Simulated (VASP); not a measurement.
Bi2TeO3, 6 atoms in the cell. The structure is trigonal, space group P-3m1 (No. 164). Conventional cell: a = 3.570 Å, b = 3.570 Å, c = 12.340 Å, α = 90.00°, β = 90.00°, γ = 120.00°. Bi (site symmetry 3m) has 6 O at 2.27 to 2.63 Å within 3.0 Å. Te (site symmetry -3m) has 6 Te at 3.57 Å and 6 O at 4.13 Å within 4.7 Å. Within 3.6 Å of O (site symmetry -3m) lie 6 Bi at 2.63 Å and 12 O at 3.31 to 3.57 Å. O (site symmetry 3m) has 3 Bi at 2.27 Å within 3.0 Å. The cell was generated, and may not be a known phase.

```yaml
Program: VASP 6.6.1
Task: single point
Functional: PBE
Potentials_or_basis: VASP PAW PBE potentials, release 64 (Bi_d, Te, O)
Cutoff: 520 eV
k_mesh: 6 × 6 × 2
Occupations: gaussian, width 0.1 eV
Spin: no spin polarisation
Dipole_correction: no
Further_INCAR_settings: ALGO = Normal; EDIFF = 1e-06; NBANDS = 36
```

Potentials or basis: VASP PAW PBE potentials, release 64 (Bi_d, Te, O).

Command:

```bash
$ cat potpaw_PBE.64/Bi_d/POTCAR potpaw_PBE.64/Te/POTCAR potpaw_PBE.64/O/POTCAR > POTCAR
$ mpirun -np 1 vasp_std > vasp.out
```

Hardware: 1 thread of Oxide Virtual Turin-like Processor, with other jobs on the host.

Estimate the wall time of this run.

Wall time 2.2 min on 1 thread of Oxide Virtual Turin-like Processor, with other jobs on the host, peak memory 0.25 GiB. Counts: scf iterations 18, k points 14.
